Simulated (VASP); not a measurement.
The system is Ba2SO.

```
O S Ba
1.0
     2.10287    1.21409    6.94973
    -2.10287    1.21409    6.94973
     0.00000   -2.42819    6.94973
O S Ba
1 1 2
Direct
  0.00000 0.00000 0.00000
  0.50000 0.50000 0.50000
  0.26117 0.26117 0.26117
  0.73883 0.73883 0.73883
```

Base run:

* Program: VASP 6.6.1
* Functional: r2SCAN
* Potentials or basis: VASP PAW PBE potentials, release 64 (O, S, Ba_sv)
* Cutoff: 520 eV
* k mesh: 8 × 8 × 8
* Occupations: gaussian, width 0.01 eV
* Spin: no spin polarisation

Its results: band gap on the k mesh 2.32 eV (least direct gap 2.43 eV); pressure 1.0 GPa; largest force 0.031 eV/Å.

The run is repeated on the same cell with these changes: functional from r2SCAN to PBE; further incar settings from ALGO = Normal; EDIFF = 1e-07; NBANDS = 24 to ALGO = Normal; EDIFF = 1e-06; NBANDS = 24. What comes out?

Band gap on the k mesh 1.97 eV (least direct gap 2.08 eV); pressure 1.5 GPa; largest force 0.151 eV/Å.

Caveats: spin-orbit coupling is left out, which moves the levels of the heavy elements; the PAW data sets were made with another functional, which shifts forces and pressure a little (at least some runs).

A k mesh can miss the band edges.
